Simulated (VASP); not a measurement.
# Ti (Fm-3m) in VASP: notebook

The runs below take Ti through electric field gradients, with LDA.

Program: VASP 6.6.1. These are calculated values, not measurements. Logs are shortened: lines on timing, memory, paths and dates and some standing lists are left out, and cuts for length are marked.

### Step 1. The cell of the first run

Symmetry: Fm-3m, No. 225, cubic system. The conventional cell has a = 4.087 Å, b = 4.087 Å, c = 4.087 Å, α = 90.00°, β = 90.00°, γ = 90.00°. Within 3.8 Å of Ti (site symmetry m-3m) lie 12 Ti at 2.89 Å.

This isn't the form of Ti at room conditions, which is hcp.

### Step 2. Electric field gradients, LDA (17.07 Å³/atom)

INCAR reads:

```
  PREC = Accurate
  ENCUT = 400
  EDIFF = 1E-8
  ISMEAR = -1
  SIGMA = 0.05
  LREAL = False
  LASPH = True
  NELM = 120
  ALGO = Normal
  ISIF = 2
  LWAVE = False
  LCHARG = False
  LEFG = True
  NBANDS = 12
  GGA_COMPAT = False
```

KPOINTS reads:

```
regular mesh
0
Gamma
  15 15 15
```

POSCAR reads:

```
Ti
1.0
    0.0000000000      2.0434441004      2.0434441004
    2.0434441004      0.0000000000      2.0434441004
    2.0434441004      2.0434441004      0.0000000000
Ti
1
Direct
    0.0000000000      0.0000000000      0.0000000000
```

Potentials or basis: VASP PAW LDA potentials, release 64 (Ti_sv).

Launch:

```console
cat potpaw_LDA.64/Ti_sv/POTCAR > POTCAR
mpirun -np 1 vasp_std > vasp.out
```

OUTCAR:

```text
PREC = Accurate
   ENCUT = 400
   EDIFF = 1E-8
   ISMEAR = -1
   LREAL = False
   LASPH = True
   NELM = 120
   ISIF = 2

 ion  position               nearest neighbor table
   1  0.000  0.000  0.000-

  LATTYP: Found a face centered cubic cell.
 ALAT       =     4.0868882008

  Lattice vectors:

 A1 = (   0.0000000000,   2.0434441004,   2.0434441004)
 A2 = (   2.0434441004,   0.0000000000,   2.0434441004)
 A3 = (   2.0434441004,   2.0434441004,   0.0000000000)

Analysis of symmetry for initial positions (statically):
=====================================================================
 Subroutine PRICEL returns:
 Original cell was already a primitive cell.

 Routine SETGRP: Setting up the symmetry group for a
 face centered cubic supercell.

 Subroutine GETGRP returns: Found 48 space group operations
 (whereof 48 operations were pure point group operations)
 out of a pool of 48 trial point group operations.

The static configuration has the point symmetry O_h .

Analysis of symmetry for dynamics (positions and initial velocities):
=====================================================================
 Subroutine PRICEL returns:
 Original cell was already a primitive cell.

 Routine SETGRP: Setting up the symmetry group for a
 face centered cubic supercell.

 Subroutine GETGRP returns: Found 48 space group operations
 (whereof 48 operations were pure point group operations)
 out of a pool of 48 trial point group operations.

The dynamic configuration has the point symmetry O_h .

 Subroutine INISYM returns: Found 48 space group operations
 (whereof 48 operations are pure point group operations),
 and found     1 'primitive' translations

----------------------------------------------------------------------------------------

                                     Primitive cell

  volume of cell :      17.0655

  direct lattice vectors                    reciprocal lattice vectors
     0.000000000  2.043444100  2.043444100    -0.244684941  0.244684941  0.244684941
     2.043444100  0.000000000  2.043444100     0.244684941 -0.244684941  0.244684941
     2.043444100  2.043444100  0.000000000     0.244684941  0.244684941 -0.244684941

  length of vectors
     2.889866361  2.889866361  2.889866361     0.423806750  0.423806750  0.423806750

[... 122 lines left out ...]

  energy without entropy =       -8.46083768  energy(sigma->0) =       -8.46809532

 E-fermi :   8.1794     XC(G=0): -11.8700

 val. band max:        8.1720652699   @ k =  -0.4667   0.1333   0.0667
 cond. band min:       8.1800670675   @ k =  -0.3333   0.0667   0.0000
 fundamental gap:      0.0080017975
 Fermi energy:         8.1794478208

 k-point     1 :       0.0000    0.0000    0.0000
  band No.  band energies     occupation
      1     -47.8111      2.00000
      2     -24.0264      2.00000
      3     -24.0264      2.00000
      4     -24.0264      2.00000
      5       2.1399      2.00000
      6       9.0276      0.00000
      7       9.0276      0.00000
      8       9.0276      0.00000
      9      10.6717      0.00000
     10      10.6717      0.00000
     11      23.6185      0.00000
     12      28.0938      0.00000
[... 331 lines left out ...]
 k-point    24 :       0.2000    0.1333    0.0000
  band No.  band energies     occupation
      1     -47.7612      2.00000
      2     -24.2351      2.00000
      3     -24.0910      2.00000
      4     -24.0851      2.00000
      5       3.3763      2.00000
      6       8.2310      0.52572
      7       9.4755      0.00000
      8       9.5474      0.00000
      9      10.0208      0.00000
     10      10.9306      0.00000
     11      24.0976      0.00000
     12      24.8508      0.00000

 [... further k-points ...]

------------------------ aborting loop because EDIFF is reached ----------------------------------------

  FORCE on cell =-STRESS in cart. coord.  units (eV):
  Direction    XX          YY          ZZ          XY          YZ          ZX
  --------------------------------------------------------------------------------------
  -------------------------------------------------------------------------------------
  Total       -0.8153903     -0.8153903     -0.8153903     -0.0000000      0.0000000      0.0000000
  in kB      -76.5522312    -76.5522312    -76.5522312     -0.0000000      0.0000000      0.0000000
  external PRESSURE =     -76.5522312 kB  Pullay stress =       0.0000000 kB

 VOLUME and BASIS-vectors are now :
 -----------------------------------------------------------------------------
  energy-cutoff  :      400.00
  volume of cell :       17.07
      direct lattice vectors                 reciprocal lattice vectors
     0.000000000  2.043444100  2.043444100    -0.244684941  0.244684941  0.244684941
     2.043444100  0.000000000  2.043444100     0.244684941 -0.244684941  0.244684941
     2.043444100  2.043444100  0.000000000     0.244684941  0.244684941 -0.244684941

 POSITION                                       TOTAL-FORCE (eV/Angst)
 -----------------------------------------------------------------------------------
      0.00000      0.00000      0.00000        -0.000000     -0.000000      0.000000
 -----------------------------------------------------------------------------------
    total drift:                                0.000000      0.000000      0.000000

  FREE ENERGIE OF THE ION-ELECTRON SYSTEM (eV)
  ---------------------------------------------------
  free  energy   TOTEN  =        -8.4753529588 eV

  energy  without entropy=       -8.4608376792  energy(sigma->0) =       -8.46809532

 Electric field gradients (V/A^2)
---------------------------------------------------------------------
 ion       V_xx      V_yy      V_zz      V_xy      V_xz      V_yz
---------------------------------------------------------------------
   1      -0.000     0.000     0.000     0.000     0.000     0.000
---------------------------------------------------------------------

 Electric field gradients after diagonalization (V/A^2)
 (convention: |V_zz| > |V_xx| > |V_yy|)
----------------------------------------------------------------------
 ion       V_xx      V_yy      V_zz     asymmetry (V_yy - V_xx)/ V_zz
----------------------------------------------------------------------
   1      -0.000    -0.000     0.001       0.000
----------------------------------------------------------------------

           NMR quadrupolar parameters

 Cq : quadrupolar parameter    Cq=e*Q*V_zz/h
 eta: asymmetry parameters     (V_yy - V_xx)/ V_zz
 Q  : nuclear electric quadrupole moment in mb (millibarn)
----------------------------------------------------------------------
 ion       Cq(MHz)       eta       Q (mb)
----------------------------------------------------------------------
   1       0.000       0.000       1.000
----------------------------------------------------------------------
```

OSZICAR:

```text
N       E                     dE             d eps       ncg     rms          rms(c)
DAV:   1     0.765028375745E+02    0.76503E+02   -0.56835E+03  2924   0.101E+03
DAV:   2    -0.618412339428E+01   -0.82687E+02   -0.80494E+02  2944   0.267E+02
DAV:   3    -0.945258252544E+01   -0.32685E+01   -0.32379E+01  3864   0.576E+01
DAV:   4    -0.951363663048E+01   -0.61054E-01   -0.61007E-01  3228   0.712E+00
DAV:   5    -0.951498145795E+01   -0.13448E-02   -0.13448E-02  3516   0.951E-01    0.829E+00
DAV:   6    -0.849180798254E+01    0.10232E+01   -0.21048E+00  3120   0.210E+01    0.214E+00
DAV:   7    -0.847098448598E+01    0.20823E-01   -0.90051E-02  3512   0.316E+00    0.123E+00
DAV:   8    -0.847515586257E+01   -0.41714E-02   -0.35141E-02  2996   0.252E+00    0.159E-01
DAV:   9    -0.847534216360E+01   -0.18630E-03   -0.24589E-03  3624   0.575E-01    0.674E-02
DAV:  10    -0.847536048305E+01   -0.18319E-04   -0.23959E-04  3120   0.184E-01    0.894E-03
DAV:  11    -0.847535450874E+01    0.59743E-05   -0.18741E-05  3324   0.635E-02    0.119E-02
DAV:  12    -0.847535293758E+01    0.15712E-05   -0.43377E-06  3228   0.270E-02    0.990E-04
DAV:  13    -0.847535300002E+01   -0.62432E-07   -0.70197E-08  3344   0.291E-03    0.524E-04
DAV:  14    -0.847535295617E+01    0.43845E-07   -0.85064E-09  2280   0.144E-03    0.106E-04
DAV:  15    -0.847535295882E+01   -0.26494E-08   -0.52965E-10  1688   0.214E-04
   1 F= -.84753530E+01 E0= -.84680953E+01  d E =-.145153E-01
```

stdout:

```text
POSCAR found type information on POSCAR Ti
 POSCAR found :  1 types and       1 ions
 scaLAPACK will be used
 LDA part: xc-table for (Slater(with rela. corr.)+CA(PZ))
 , standard interpolation
 POSCAR, INCAR and KPOINTS ok, starting setup
 FFT: planning ... GRIDC
 FFT: planning ... GRID_SOFT
 FFT: planning ... GRID
 WAVECAR not read
 entering main loop
ion   1
```

Run time: 17 s. Hardware: 1 thread of Intel Xeon Platinum 8259CL at 2.50GHz (Skylake/Cascade Lake), shared host; peak memory 0.12 GiB.

What came out:

```yaml
Free_energy: -8.4754 eV
Pressure: -7.7 GPa
Band_gap_on_the_k_mesh: zero (bands 6 and 7 overlap by 1.13 eV)
Largest_electric_field_gradient_by_atom: zero within the noise of the run
```

Caveat: the cell stands under tension.

[end of part 1 of 3]
